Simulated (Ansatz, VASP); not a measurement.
## BiTe: VASP beside Ansatz

```xyz
2
Lattice="0.0000 3.1750 3.1750 3.1750 0.0000 3.1750 3.1750 3.1750 0.0000" Properties=species:S:1:pos:R:3 pbc="T T T"
Bi    0.0000    0.0000    0.0000
Te    3.1750    3.1750    3.1750
```

Alike in both runs: functional LDA; k mesh 11 × 11 × 11; occupations fermi-dirac, width 0.05 eV; no spin polarisation.

Ansatz relaxed the structure, and its values are those at the end. VASP's run is a single point on that final structure, the one shown.

|  | VASP | Ansatz |
| --- | --- | --- |
| version | VASP 6.6.1 | Ansatz 0.2.0 |
| potentials or method | VASP PAW LDA potentials, release 64 (Bi_d, Te), cutoff 520 eV | all-electron LAPW, scalar-relativistic |

```csv
,VASP,Ansatz,Ansatz less VASP
pressure (GPa),0.1,0.0,-0.07
```

LDA's correlation is that of Perdew and Zunger in VASP and of Perdew and Wang (1992) in Ansatz. Ansatz ran all-electron here, and VASP with PAW potentials.

Neither program's run includes spin-orbit coupling.
